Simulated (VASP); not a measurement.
# Pd (Fm-3m) in VASP: settings compared, part 2 of 2

VASP 6.6.1. The steps go on from the part before.

### Step 4. Single point, PBE

This run uses another cell than the first one, of 14.75 Å³/atom, 0.943 times its volume.

File INCAR:

```
PREC = Accurate
ENCUT = 520
EDIFF = 1E-6
ISMEAR = 0
SIGMA = 0.028000000000000004
LREAL = F
LASPH = T
NELM = 100
ALGO = Normal
ISIF = 2
LWAVE = F
LCHARG = F
GGA = PE
NBANDS = 11
```

File KPOINTS:

```
regular mesh
0
Gamma
  12 12 12
```

File POSCAR:

```
Pd
1.0
    0.0000000000      1.9465000000      1.9465000000
    1.9465000000      0.0000000000      1.9465000000
    1.9465000000      1.9465000000      0.0000000000
Pd
1
Direct
    0.0000000000      0.0000000000      0.0000000000
```

Potentials or basis: VASP PAW PBE potentials, release 64 (Pd).

Run with:

```bash
> cat potpaw_PBE.64/Pd/POTCAR > POTCAR
> mpirun -np 1 vasp_std > vasp.out
```

OUTCAR:

```text
PREC = Accurate
   ENCUT = 520
   EDIFF = 1E-6
   ISMEAR = 0
   LREAL = F
   LASPH = T
   NELM = 100
   ISIF = 2
   GGA = PE

 ion  position               nearest neighbor table
   1  0.000  0.000  0.000-

  LATTYP: Found a face centered cubic cell.
 ALAT       =     3.8930000000

  Lattice vectors:

 A1 = (   0.0000000000,   1.9465000000,   1.9465000000)
 A2 = (   1.9465000000,   0.0000000000,   1.9465000000)
 A3 = (   1.9465000000,   1.9465000000,   0.0000000000)

Analysis of symmetry for initial positions (statically):
[... 33 lines left out ...]
                                     Primitive cell

  volume of cell :      14.7500

  direct lattice vectors                    reciprocal lattice vectors
     0.000000000  1.946500000  1.946500000    -0.256871307  0.256871307  0.256871307
     1.946500000  0.000000000  1.946500000     0.256871307 -0.256871307  0.256871307
     1.946500000  1.946500000  0.000000000     0.256871307  0.256871307 -0.256871307

  length of vectors
     2.752766699  2.752766699  2.752766699     0.444914156  0.444914156  0.444914156

  position of ions in fractional coordinates (direct lattice)
     0.000000000  0.000000000  0.000000000

  ion indices of the primitive-cell ions
   primitive index   ion index
                 1           1

----------------------------------------------------------------------------------------

 KPOINTS: regular mesh

Automatic generation of k-mesh.
 Grid dimensions read from file:
 generate k-points for:   12   12   12

 Generating k-lattice:

  Cartesian coordinates                     Fractional coordinates (reciprocal lattice)
    -0.021405942  0.021405942  0.021405942     0.083333333  0.000000000  0.000000000
     0.021405942 -0.021405942  0.021405942     0.000000000  0.083333333  0.000000000
     0.021405942  0.021405942 -0.021405942     0.000000000  0.000000000  0.083333333

  Length of vectors
     0.037076180  0.037076180  0.037076180

  Shift w.r.t. Gamma in fractional coordinates (k-lattice)
     0.000000000  0.000000000  0.000000000

 Subroutine IBZKPT returns following result:
 ===========================================

 Found     72 irreducible k-points:

 Following reciprocal coordinates:
            Coordinates               Weight
  0.000000  0.000000  0.000000      1.000000
  0.083333  0.000000  0.000000      8.000000
  0.166667  0.000000  0.000000      8.000000
  0.250000  0.000000  0.000000      8.000000
  0.333333  0.000000  0.000000      8.000000
  0.416667  0.000000  0.000000      8.000000
[... 16 lines left out ...]
  0.500000  0.166667  0.000000     24.000000
 -0.416667  0.166667  0.000000     24.000000
 [... further k-points ...]
   k-points           NKPTS =     72   k-points in BZ     NKDIM =     72   number of bands    NBANDS=     11
   number of dos      NEDOS =    301   number of ions     NIONS =      1
   total plane-waves  NPLWV =   8000
   dimension x,y,z NGX =    20 NGY =   20 NGZ =   20
   dimension x,y,z NGXF=    40 NGYF=   40 NGZF=   40
   ions per type =               1
   NGX,Y,Z   is equivalent  to a cutoff of  12.08, 12.08, 12.08 a.u.
   NGXF,Y,Z  is equivalent  to a cutoff of  24.16, 24.16, 24.16 a.u.
 SYSTEM =  unknown system
   PREC   = accura    normal or accurate (medium, high low for compatibility)
   ISTART =      0    job   : 0-new  1-cont  2-samecut
   ICHARG =      2    charge: 1-file 2-atom 10-const
   ISPIN  =      1    spin polarized calculation?
   LNONCOLLINEAR =      F non collinear calculations
   LSORBIT =      F    spin-orbit coupling
   LASPH  =      T    aspherical Exc in radial PAW
   ENCUT  =  520.0 eV  38.22 Ry    6.18 a.u.   5.12  5.12  5.12*2*pi/ulx,y,z
   NELM   =    100;   NELMIN=  2; NELMDL= -5     # of ELM steps
   EDIFF  = 0.1E-05   stopping-criterion for ELM
   LREAL  =      F    real-space projection
   EDIFFG = 0.1E-04   stopping-criterion for IOM
   NSW    =      0    number of steps for IOM
   IBRION =     -1    ionic relax: 0-MD 1-quasi-New 2-CG
   NFREE  =      0    steps in history (QN), initial steepest desc. (CG)
   ISIF   =      2    stress and relaxation
   ISYM   =      2    0-nonsym 1-usesym 2-fastsym
   POTIM  = 0.5000    time-step for ionic-motion
   TEBEG  =    0.0;   TEEND  =   0.0 temperature during run
   PSTRESS=    0.0 pullay stress
   NELECT =      10.0000    total number of electrons
   NUPDOWN=      -1.0000    fix difference up-down
   EMIN   =  10.00;   EMAX   =-10.00  energy-range for DOS
   EFERMI =   0.00;   METHOD = LEGACY
   ISMEAR =     0;   SIGMA  =   0.03  broadening in eV -4-tet -1-fermi 0-gaus
   EFERMI_NEDOS =   21; number of points for ismear=-14 and -15
   IALGO  =     38    algorithm
   IMIX   =      4    mixing-type and parameters
     AMIX     =   0.40;   BMIX     =  1.00
     AMIX_MAG =   1.60;   BMIX_MAG =  1.00
  volume/ion in A,a.u.               =      14.75        99.54
  Fermi-wavevector in a.u.,A,eV,Ry     =   1.438171  2.717748 28.141404  2.068335
  Thomas-Fermi vector in A             =   2.557167
   LORBIT       =      0    0 simple, 1 ext, 2 COOP (PROOUT), +10 PAW based schemes
   GGA     = PE    functional components
   LHFCALC =     F    Hartree Fock is set to
   AEXX    =    0.0000 exact exchange contribution
   IVDW    =     0    specifies the selected vdW correction
   LEPSILON=     F    determine dielectric tensor
   LRPA    =     F    only Hartree local field effects (RPA)
 non-spin polarized calculation
 Gauss-broadening in eV      SIGMA  =   0.03
  energy-cutoff  :      520.00
  volume of cell :       14.75
 maximum number of plane-waves:       415
   NGX = 11   NGY = 11   NGZ = 11

 number of electron      10.0000000 magnetization

 number of electron       9.9999999 magnetization

 Free energy of the ion-electron system (eV)
  ---------------------------------------------------
  ext. energy  EPLUGINS =         0.00000000
  ---------------------------------------------------
  free energy    TOTEN  =        -5.20848943 eV

  energy without entropy =       -5.20638461  energy(sigma->0) =       -5.20743702

 E-fermi :   9.7463     XC(G=0): -13.1864

 val. band max:        9.7462030503   @ k =  -0.4167   0.3333   0.0833
 cond. band min:       9.7475933071   @ k =   0.5000   0.0000   0.0000
 fundamental gap:      0.0013902568
 Fermi energy:         9.7463128694

 k-point     1 :       0.0000    0.0000    0.0000
  band No.  band energies     occupation
      1       2.6435      2.00000
      2       6.9350      2.00000
      3       6.9350      2.00000
      4       6.9350      2.00000
      5       8.5471      2.00000
      6       8.5471      2.00000
      7      26.9750      0.00000
      8      31.7553      0.00000
      9      31.7553      0.00000
     10      31.7553      0.00000
     11      35.9818      0.00000

 k-point     2 :       0.0833    0.0000    0.0000
  band No.  band energies     occupation
      1       2.8937      2.00000
      2       6.8493      2.00000
      3       7.0199      2.00000
      4       7.0199      2.00000
      5       8.5083      2.00000
      6       8.5083      2.00000
      7      27.2263      0.00000
      8      30.2604      0.00000
      9      32.0418      0.00000
     10      32.0418      0.00000
     11      36.0542      0.00000

 k-point     3 :       0.1667    0.0000    0.0000
  band No.  band energies     occupation
      1       3.5709      2.00000
      2       6.7017      2.00000
      3       7.1916      2.00000
      4       7.1916      2.00000
      5       8.4825      2.00000
      6       8.4825      2.00000
      7      27.0412      0.00000
      8      28.2879      0.00000
      9      32.7860      0.00000
     10      32.7860      0.00000
     11      35.9804      0.00000
[... 267 lines left out ...]
 k-point    23 :       0.5000    0.1667    0.0000
  band No.  band energies     occupation
      1       5.0397      2.00000
      2       6.4547      2.00000
      3       7.4950      2.00000
      4       7.6438      2.00000
      5       9.7905      0.02567
      6      12.8489      0.00000
      7      17.8792      0.00000
      8      26.1922      0.00000
      9      28.6246      0.00000
     10      29.1502      0.00000
     11      36.0668      0.00000

 k-point    24 :      -0.4167    0.1667    0.0000
  band No.  band energies     occupation
      1       5.0917      2.00000
      2       6.4617      2.00000
      3       7.4259      2.00000
      4       7.8477      2.00000
      5       9.5216      2.00000
      6      13.3999      0.00000
      7      17.3721      0.00000
      8      25.6202      0.00000
      9      28.6580      0.00000
     10      29.6807      0.00000
     11      36.0619      0.00000

 [... further k-points ...]
[... 5 lines left out ...]
  --------------------------------------------------------------------------------------
  -------------------------------------------------------------------------------------
  Total        0.6052365      0.6052365      0.6052365      0.0000000     -0.0000000      0.0000000
  in kB       65.7419296     65.7419296     65.7419296      0.0000000     -0.0000000      0.0000000
  external PRESSURE =      65.7419296 kB  Pullay stress =       0.0000000 kB

 VOLUME and BASIS-vectors are now :
 -----------------------------------------------------------------------------
  energy-cutoff  :      520.00
  volume of cell :       14.75
      direct lattice vectors                 reciprocal lattice vectors
     0.000000000  1.946500000  1.946500000    -0.256871307  0.256871307  0.256871307
     1.946500000  0.000000000  1.946500000     0.256871307 -0.256871307  0.256871307
     1.946500000  1.946500000  0.000000000     0.256871307  0.256871307 -0.256871307

 POSITION                                       TOTAL-FORCE (eV/Angst)
 -----------------------------------------------------------------------------------
      0.00000      0.00000      0.00000         0.000000      0.000000      0.000000
 -----------------------------------------------------------------------------------
    total drift:                                0.000000      0.000000      0.000000

  FREE ENERGIE OF THE ION-ELECTRON SYSTEM (eV)
  ---------------------------------------------------
  free  energy   TOTEN  =        -5.2084894334 eV

  energy  without entropy=       -5.2063846053  energy(sigma->0) =       -5.20743702
```

Wall time 11 s (1 thread of Intel Xeon Platinum 8259CL at 2.50GHz (Skylake/Cascade Lake), shared host); peak memory 0.13 GiB.

What came out:

| Item | Value |
| --- | --- |
| Free energy | -5.2085 eV |
| Pressure | 6.6 GPa |
| Band gap on the k mesh | zero (band 5 reaches 10.06 eV, above the bottom of band 6 at 8.48 eV) |

### Step 5. Single point, BLYP+D4

This run uses another cell than the first one, of 15.38 Å³/atom, 0.984 times its volume.

File INCAR:

```
SYSTEM = Pd
PREC = Accurate ; ENCUT = 520
EDIFF = 1E-6 ; ISMEAR = -1
SIGMA = 0.05 ; LREAL = .FALSE.
LASPH = .TRUE. ; NELM = 60
ALGO = Normal ; ISIF = 2
LWAVE = .FALSE. ; LCHARG = .TRUE.
GGA = B5 ; ALDAX = 1.0
AGGAX = 1.0 ; AGGAC = 1.0
ALDAC = 0.0 ; IVDW = 13
VDW_S6 = 1.0 ; VDW_S8 = 2.34076671
VDW_A1 = 0.44488865 ; VDW_A2 = 4.0933009
LELF = .TRUE. ; LVHAR = .TRUE.
NBANDS = 11
```

File KPOINTS:

```
regular mesh
0
G
  12 12 12
  0 0 0
```

File POSCAR:

```
Pd
1.0
    0.0000000000      1.9739158978      1.9739158978
    1.9739158978      0.0000000000      1.9739158978
    1.9739158978      1.9739158978      0.0000000000
Pd
1
Direct
    0.0000000000      0.0000000000      0.0000000000
```

Run with:

```bash
> cat potpaw_PBE.64/Pd/POTCAR > POTCAR
> mpirun -np 1 vasp_std > vasp.out
```

Wall time 20 s (1 thread of Intel Xeon Platinum 8259CL at 2.50GHz (Skylake/Cascade Lake), shared host); peak memory 0.14 GiB.

The run converged. Its results:

| Property | Result |
| --- | --- |
| Free energy | -5.2718 eV |
| Pressure | 0.4 GPa |
| Band gap on the k mesh | zero (band 5 reaches 9.86 eV, above the bottom of band 6 at 8.36 eV) |
| Dispersion energy per atom | -0.908 eV |

Levels at points of the mesh, in eV from the Fermi level:
```tsv
k point	band 1	band 2	band 3	band 4	band 5	band 6	band 7	band 8	band 9	band 10
(0.00, 0.00, 0.00)	-6.63	-2.64	-2.64	-2.64	-1.15	-1.15	17.51	21.87	21.87	21.87
(0.50, 0.00, 0.00)	-4.91	-2.68	-2.68	-0.01	-0.01	1.39	7.05	16.90	20.72	20.72
(0.50, 0.50, 0.00)	-4.97	-4.73	-0.05	0.29	0.29	3.57	10.44	13.09	13.09	21.23
```

Caveat: the PAW data sets were made with another functional, which shifts forces and pressure a little; pairwise dispersion overbinds metals, which lowers pressure and volume.

### Step 6. Summary

```tsv
level	cell	smearing	gap on the mesh (eV)	pressure (GPa)
BLYP+D3(BJ)	a = 2.807 Å, angles 60.0°, 1 atom	fermi-dirac 0.05 eV	none	-8.6
r2SCAN+D4	a = 2.697 Å, angles 60.0°, 1 atom	fermi-dirac 0.05 eV	none	15.8
PBE	a = 2.753 Å, angles 60.0°, 1 atom	gaussian 0.028 eV	none	6.6
BLYP+D4	a = 2.792 Å, angles 60.0°, 1 atom	fermi-dirac 0.05 eV	none	0.4
```

Alike in all rows: task single point; potentials or basis VASP PAW PBE potentials, release 64 (Pd); no spin polarisation; k mesh 12 × 12 × 12; cutoff (eV) 520.

Caveats: the PAW data sets were made with another functional, which shifts forces and pressure a little (some runs); pairwise dispersion overbinds metals, which lowers pressure and volume (some runs).

Absolute energies hang on the potentials; compare differences alone.
